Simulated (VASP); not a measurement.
Y, 1 atom in the cell. It takes space group Fm-3m (No. 225, cubic). The conventional cell has a = 5.063 Å, b = 5.063 Å, c = 5.063 Å, α = 90.00°, β = 90.00°, γ = 90.00°. Y (site symmetry m-3m) has 12 Y at 3.58 Å within 4.7 Å. This isn't the form of Y at room conditions, which is hcp.

```yaml
Program: VASP 6.6.1
Task: single point
Functional: PBE
Potentials_or_basis: VASP PAW PBE potentials, release 64 (Y_sv)
Cutoff: 500 eV
k_mesh: 14 × 14 × 14
Occupations: gaussian, width 0.05 eV
Spin: no spin polarisation
Dipole_correction: no
Further_INCAR_settings: ALGO = Normal; EDIFF = 1e-06; NBANDS = 12
```

Potentials or basis: VASP PAW PBE potentials, release 64 (Y_sv).

Command:

```sh
$ cat potpaw_PBE.64/Y_sv/POTCAR > POTCAR
$ mpirun -np 1 vasp_std > vasp.out
```

Hardware: 1 thread of Intel Xeon 8259CL, with other jobs on the host.

**Question.** Estimate the wall time of this run.

**Answer.** Run time: 64 s on 1 thread of Intel Xeon 8259CL, with other jobs on the host, peak memory 0.2 GiB. Counts: scf iterations 12, k points 104.
